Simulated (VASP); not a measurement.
The system is Nd2As3W.

```
Nd As W
1.0
     6.25929    0.00000    0.00000
    -3.12965    5.42071    0.00000
     0.00000    0.00000    4.15547
Nd As W
2 3 1
Cartesian
  3.1296 1.8069 0.0000
  0.0000 3.6138 0.0000
  -1.5648 2.7104 2.0777
  1.5648 2.7104 2.0777
  3.1296 0.0000 2.0777
  0.0000 0.0000 0.0000
```

The cell was generated, and may not be a known phase.

* Program: VASP 6.6.1
* Task: relaxation of cell and atoms
* Functional: PBE
* Potentials or basis: VASP PAW PBE potentials, release 64 (Nd_3, As, W_sv), 4f in core
* Cutoff: 500 eV
* k mesh: 3 × 3 × 4
* Occupations: gaussian, width 0.1 eV
* Spin: no spin polarisation

At the start: pressure 10.7 GPa; volume 23.50 Å³/atom.

**Question.** How do energy, volume and symmetry change on relaxing?

**Answer.** Over 12 steps the energy falls by 216.9 meV/atom and the volume is 24.16 Å³/atom (+2.8 %); space group P6/mmm (No. 191, to 0.1 Å) before and after.

The path:
```tsv
step	energy change (eV)	largest force (eV/Å)	pressure (GPa)	volume (Å³)
1	0.0000	0.0000	10.68	140.99
2	-0.3720	0.0000	-6.01	175.13
3	-0.6890	0.0000	-0.83	159.72
4	-0.7620	0.0000	-0.77	157.80
5	-0.9838	0.0000	-0.25	151.66
6	-1.2176	0.0000	3.76	137.90
7	-1.2437	0.0000	1.23	143.86
8	-1.2667	0.0000	2.23	141.09
9	-1.2926	0.0000	0.50	143.72
10	-1.2945	0.0000	0.84	143.14
11	-1.3008	0.0000	0.28	144.39
12	-1.3015	0.0000	0.04	144.95
```

Final structure:
```
CELL_PARAMETERS angstrom
5.71628 0.00000 0.00000
-2.85814 4.95045 0.00000
0.00000 0.00000 5.12236
ATOMIC_POSITIONS crystal
Nd 0.66667 0.33333 0.00000
Nd 0.33333 0.66667 0.00000
As 0.00000 0.50000 0.50000
As 0.50000 0.50000 0.50000
As 0.50000 0.00000 0.50000
W 0.00000 0.00000 0.00000
```

Caveat: the k points lie up to 0.42 Å⁻¹ apart in the final cell, too coarse for converged energies and pressures of a metal; a cell axis changed by over 15 % at a fixed basis, so the end point is rough; an odd number of electrons without spin polarisation forces a metal; a magnetic or distorted state may lie lower.
